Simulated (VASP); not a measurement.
Set up this calculation in VASP 6.6.1, as the native input.

| Property | Result |
| --- | --- |
| Task | single point |
| Functional | PBEsol |
| Potentials or basis | VASP PAW PBE potentials, release 64 (Ca_sv) |
| Cutoff | 520 eV |
| k mesh | 14 × 14 × 14 |
| Occupations | gaussian, width 0.15 eV |
| Spin | no spin polarisation |
| Dipole correction | no |
| Further INCAR settings | ALGO = Normal; EDIFF = 1e-06; NBANDS = 11 |

The structure of Ca lies in POSCAR:

```
Ca
1.0
    0.0000000000      3.0177360000      3.0177360000
    3.0177360000      0.0000000000      3.0177360000
    3.0177360000      3.0177360000      0.0000000000
Ca
1
Direct
    0.0000000000      0.0000000000      0.0000000000
```

This cell differs from its parent crystal: strain +0.080 along x and y, +0.080 along z.

The input as run:

INCAR

```
SYSTEM = Ca
ALGO = Normal
EDIFF = 1E-6
ENCUT = 520
GGA = PS
ISIF = 2
ISMEAR = 0
LASPH = .TRUE.
LCHARG = .FALSE.
LREAL = .FALSE.
LWAVE = .FALSE.
NBANDS = 11
NELM = 80
PREC = Accurate
SIGMA = 0.15
```

KPOINTS

```
k-points
0
G
  14 14 14
  0 0 0
```

Potentials or basis: VASP PAW PBE potentials, release 64 (Ca_sv).

Run with:

```console
$ cat potpaw_PBE.64/Ca_sv/POTCAR > POTCAR
$ mpirun -np 1 vasp_std > vasp.out
```

Results of the run:

```
Pressure               : -3.3 GPa
Band gap on the k mesh : zero (bands 5 and 6 overlap by 0.54 eV)
```

Caveat: the cell differs from its parent crystal (strain +0.080 along x and y, +0.080 along z); the cell stands under tension; the PAW data sets were made with another functional, which shifts forces and pressure a little.

It took 12 s on 1 thread of Intel(R) Xeon(R) 6975P-C (Granite Rapids), on a shared host, peak memory 0.21 GiB.
